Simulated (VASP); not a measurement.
Input of a VASP 6.6.1 run:

Contents of POSCAR:

```
C
1.0
    2.4561701622      0.0000000000      0.0000000000
   -1.2280850811      2.1271057565      0.0000000000
    0.0000000000      0.0000000000      8.5238033600
C
2
Direct
    0.6666666667      0.3333333333      0.0000000000
    0.3333333333      0.6666666667      0.0000000000
```

INCAR.step1

```
SYSTEM = C
  PREC = Accurate
  ENCUT = 520
  EDIFF = 1E-5
  ISMEAR = -1
  SIGMA = 0.05
  LREAL = .FALSE.
  LASPH = .TRUE.
  NELM = 100
  ALGO = Normal
  ISIF = 2
  LWAVE = .TRUE.
  LCHARG = .FALSE.
  NBANDS = 11
  GGA = PE
```

File INCAR.step2:

```
SYSTEM = C
  PREC = Accurate
  ENCUT = 520
  EDIFF = 1E-6
  ISMEAR = -1
  SIGMA = 0.05
  LREAL = .FALSE.
  LASPH = .TRUE.
  NELM = 100
  ALGO = Normal
  ISIF = 2
  LWAVE = .FALSE.
  LCHARG = .FALSE.
  GGA = PE
  LHFCALC = .TRUE.
  AEXX = 0.25
  HFSCREEN = 0.4
  PRECFOCK = Normal
  NBANDS = 11
  ISTART = 1
```

Contents of KPOINTS:

```
regular mesh
0
G
  6 6 2
  0 0 0
```

Potentials or basis: VASP PAW PBE potentials, release 64 (C).

Command:

```console
$ cat potpaw_PBE.64/C/POTCAR > POTCAR
$ cp INCAR.step1 INCAR
$ mpirun -np 1 vasp_std > vasp.out
$ cp INCAR.step2 INCAR
$ mpirun -np 1 vasp_std > vasp.out
```

Problem. Predict the band gap on the k mesh.

Solution. Zero (filled and empty bands touch).

Caveat: the k points lie up to 0.49 Å⁻¹ apart.
